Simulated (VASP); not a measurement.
Set up this calculation in VASP 6.6.1, as the native input.

```
Task                   : single point
Functional             : PBE
Potentials or basis    : VASP PAW PBE potentials, release 64 (Cu)
Cutoff                 : 520 eV
k mesh                 : 15 × 15 × 1
Occupations            : gaussian, width 0.1 eV
Spin                   : no spin polarisation
Dipole correction      : yes
Further INCAR settings : ALGO = Normal; EDIFF = 1e-06; NBANDS = 42
```

The structure of Cu lies in POSCAR:

```
Cu
1.0
    2.5666581864      0.0000000000      0.0000000000
   -1.2833290932      2.2227911922      0.0000000000
    0.0000000000      0.0000000000     25.4783381679
Cu
6
Direct
    0.6666666667      0.3333333333      0.2950808057
    0.3333333333      0.6666666667      0.3766433186
    0.0000000000      0.0000000000      0.4586998583
    0.6666666667      0.3333333333      0.5413001394
    0.3333333333      0.6666666667      0.6233566803
    0.0000000000      0.0000000000      0.7049191976
```

These files were run (other wordings do the same):

INCAR

```
ALGO = Normal ; DIPOL = 0.5 0.5 0.500
EDIFF = 1E-6 ; ENCUT = 520
GGA = PE ; IDIPOL = 3
ISIF = 2 ; ISMEAR = 0
LASPH = T ; LCHARG = F
LDIPOL = T ; LREAL = F
LWAVE = F ; NBANDS = 42
NELM = 60 ; PREC = Accurate
SIGMA = 0.1
```

KPOINTS

```
k-points
0
Gamma
  15 15 1
```

Potentials or basis: VASP PAW PBE potentials, release 64 (Cu).

The run is started by

```console
$ cat potpaw_PBE.64/Cu/POTCAR > POTCAR
$ mpirun -np 1 vasp_std > vasp.out
```

It gave:

```json
{
  "Largest force": "0.020 eV/Å",
  "Band gap on the k mesh": "zero (bands 33 and 34 overlap by 4.92 eV)"
}
```

Run time: 3.1 min on 1 thread of Intel(R) Xeon(R) 6975P-C (Granite Rapids) (shared host), peak memory 0.31 GiB.
